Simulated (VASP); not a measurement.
Rh, 1 atom in the cell. Symmetry: Fm-3m, No. 225, cubic system. Conventional cell: a = 3.781 Å, b = 3.781 Å, c = 3.781 Å, α = 90.00°, β = 90.00°, γ = 90.00°. Rh (site symmetry m-3m) has 12 Rh at 2.67 Å within 3.5 Å. 

- Program: VASP 6.6.1
- Task: single point
- Functional: PBEsol
- Potentials or basis: VASP PAW PBE potentials, release 64 (Rh_pv)
- Cutoff: 520 eV
- k mesh: 12 × 12 × 12
- Occupations: gaussian, width 0.05 eV
- Spin: no spin polarisation
- Dipole correction: no
- Further INCAR settings: ALGO = Normal; EDIFF = 1e-07; NBANDS = 14

Potentials or basis: VASP PAW PBE potentials, release 64 (Rh_pv).

The run is started by

```bash
$ cat potpaw_PBE.64/Rh_pv/POTCAR > POTCAR
$ mpirun -np 1 vasp_std > vasp.out
```

Hardware: 1 thread of Intel Xeon 6975P-C (shared host).

Task: How long does it take, and how much memory?

Result: Run time: 5 s on 1 thread of Intel Xeon 6975P-C, with other jobs on the host, peak memory 0.13 GiB. Counts: scf iterations 12, k points 72.
